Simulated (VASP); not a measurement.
Al2Zn, 3 atoms in the cell. It takes space group P-3m1 (No. 164, trigonal). The conventional cell has a = 2.937 Å, b = 2.937 Å, c = 7.266 Å, α = 90.00°, β = 90.00°, γ = 120.00°. Al (site symmetry 3m) has 3 Zn at 2.93 Å and 9 Al at 2.94 to 3.01 Å within 3.9 Å. Within 3.9 Å of Zn (site symmetry -3m) lie 6 Al at 2.93 Å and 6 Zn at 2.94 Å. 

| Property | Result |
| --- | --- |
| Program | VASP 6.6.1 |
| Task | single point |
| Functional | PBEsol |
| Potentials or basis | VASP PAW PBE potentials, release 64 (Al, Zn) |
| Cutoff | 520 eV |
| k mesh | 18 × 18 × 6 |
| Occupations | gaussian, width 0.15 eV |
| Spin | no spin polarisation |
| Dipole correction | no |
| Further INCAR settings | ALGO = Fast; EDIFF = 1e-06; NBANDS = 16 |

Potentials or basis: VASP PAW PBE potentials, release 64 (Al, Zn).

The run is started by

```console
$ cat potpaw_PBE.64/Al/POTCAR potpaw_PBE.64/Zn/POTCAR > POTCAR
$ mpirun -np 1 vasp_std > vasp.out
```

Hardware: 1 thread of Intel(R) Xeon(R) Platinum 8259CL CPU @ 2.50GHz (Skylake/Cascade Lake), on a shared host.

Task: How long does it take, and how much memory?

Result: Wall time 2.3 min on 1 thread of Intel(R) Xeon(R) Platinum 8259CL CPU @ 2.50GHz (Skylake/Cascade Lake), with other jobs on the host, peak memory 0.3 GiB. Counts: scf iterations 13, k points 202.
